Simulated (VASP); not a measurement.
Lu, 1 atom in the cell. Symmetry: Pm-3m, No. 221, cubic system. The conventional cell has a = 4.102 Å, b = 4.102 Å, c = 4.102 Å, α = 90.00°, β = 90.00°, γ = 90.00°. Lu (site symmetry m-3m) has 6 Lu at 4.10 Å within 5.4 Å. 

```yaml
Program: VASP 6.6.1
Task: single point
Functional: LDA
Potentials_or_basis: VASP PAW PBE potentials, release 64 (Lu)
Cutoff: 520 eV
k_mesh: 6 × 6 × 6
Occupations: fermi-dirac, width 0.15 eV
Spin: no spin polarisation
Dipole_correction: no
Further_INCAR_settings: ALGO = Normal; EDIFF = 1e-06; NBANDS = 18
```

Potentials or basis: VASP PAW PBE potentials, release 64 (Lu).

Command:

```sh
$ cat potpaw_PBE.64/Lu/POTCAR > POTCAR
$ mpirun -np 1 vasp_std > vasp.out
```

Hardware: 1 thread of AMD EPYC 7R13 (shared host).

Task: How long does it take, and how much memory?

Result: Run time: 32 s on 1 thread of AMD EPYC 7R13, with other jobs on the host, peak memory 0.14 GiB. Counts: scf iterations 12, k points 20.
